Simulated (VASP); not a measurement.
Input of a VASP 6.6.1 run:

POSCAR

```
SiC
1.0
    2.8313545881      0.0000000000      0.0000000000
   -1.4156772940      2.4520250004      0.0000000000
    0.0000000000      0.0000000000      9.6736983763
Si C
4 4
Direct
    0.6666666667      0.3333333333      0.9378376197
    0.3333333333      0.6666666667      0.4378376197
    0.0000000000      0.0000000000      0.6878931817
    0.0000000000      0.0000000000      0.1878931817
    0.6666666667      0.3333333333      0.7498040034
    0.3333333333      0.6666666667      0.2498040034
    0.0000000000      0.0000000000      0.5004641952
    0.0000000000      0.0000000000      0.0004641952
```

File INCAR.step1:

```
PREC     = Accurate       # precision mode
ENCUT    = 520            # plane-wave cutoff, eV
ISMEAR   = 0              # smearing method
SIGMA    = 0.05           # smearing width, eV
LREAL    = False          # projectors in reciprocal space
LASPH    = True           # aspherical terms in the spheres
NELM     = 80             # most SCF steps
NBANDS   = 26             # bands
GGA      = PE             # functional
ALGO     = Normal         # electronic algorithm
EDIFF    = 1E-4           # SCF threshold, eV
LWAVE    = True           # write WAVECAR
LCHARG   = False          # write CHGCAR
```

The input INCAR.step2:

```
PREC     = Accurate       # precision mode
ENCUT    = 520            # plane-wave cutoff, eV
EDIFF    = 1E-7           # SCF threshold, eV
ISMEAR   = 0              # smearing method
SIGMA    = 0.05           # smearing width, eV
LREAL    = False          # projectors in reciprocal space
LASPH    = True           # aspherical terms in the spheres
NELM     = 80             # most SCF steps
ALGO     = Normal         # electronic algorithm
ISIF     = 2              # what is computed and relaxed
LWAVE    = False          # write WAVECAR
LCHARG   = False          # write CHGCAR
METAGGA  = R2SCAN         # meta-GGA
LMIXTAU  = True         
NBANDS   = 26             # bands
ISTART   = 1
```

File KPOINTS:

```
Automatic mesh
0
Gamma
  12 12 4
```

Potentials or basis: VASP PAW PBE potentials, release 64 (Si, C).

The run is started by

```console
$ cat potpaw_PBE.64/Si/POTCAR potpaw_PBE.64/C/POTCAR > POTCAR
$ cp INCAR.step1 INCAR
$ mpirun -np 1 vasp_std > vasp.out
$ cp INCAR.step2 INCAR
$ mpirun -np 1 vasp_std > vasp.out
```

(1) Estimate the largest force.

(2) Estimate the pressure.

(3) Estimate the band gap on the k mesh.

Results:

(1) 0.990 eV/Å.

(2) 70.7 GPa.

(3) 2.39 eV (least direct gap 3.76 eV).

Caveat: the cell differs from its parent crystal (strain -0.080 along x and y, -0.040 along z); the stress differs along the axes, from 43 to 84 GPa; the PAW data sets were made with another functional, which shifts forces and pressure a little.
